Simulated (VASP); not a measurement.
Input of a VASP 6.6.1 run:

File POSCAR:

```
ZnO
1.0
    0.0000000000      2.1337703972      2.1337703972
    2.1337703972      0.0000000000      2.1337703972
    2.1337703972      2.1337703972      0.0000000000
Zn O
1 1
Direct
    0.0000000000      0.0000000000      0.0000000000
    0.5000000000      0.5000000000      0.5000000000
```

File INCAR.step1:

```
PREC = Accurate
ENCUT = 520
ISMEAR = 0
SIGMA = 0.01
LREAL = F
LASPH = T
NELM = 100
NBANDS = 16
GGA = PE
ALGO = Normal
EDIFF = 1E-4
LWAVE = T
LCHARG = F
```

Contents of INCAR.step2:

```
PREC = Accurate
ENCUT = 520
EDIFF = 1E-6
ISMEAR = 0
SIGMA = 0.01
LREAL = F
LASPH = T
NELM = 100
ALGO = Normal
ISIF = 2
LWAVE = F
LCHARG = F
METAGGA = R2SCAN
LMIXTAU = T
NBANDS = 16
ISTART = 1
```

KPOINTS

```
regular mesh
0
Gamma
  10 10 10
```

Potentials or basis: VASP PAW PBE potentials, release 64 (Zn, O).

Run with:

```sh
$ cat potpaw_PBE.64/Zn/POTCAR potpaw_PBE.64/O/POTCAR > POTCAR
$ cp INCAR.step1 INCAR
$ mpirun -np 1 vasp_std > vasp.out
$ cp INCAR.step2 INCAR
$ mpirun -np 1 vasp_std > vasp.out
```

What does it give for the band gap on the k mesh?

1.55 eV, indirect (least direct gap 2.98 eV).

Estimate the pressure.

1.5 GPa.

Caveat: the PAW data sets were made with another functional, which shifts forces and pressure a little. r2SCAN opens gaps a little over a GGA but as a rule still falls short of measured ones.
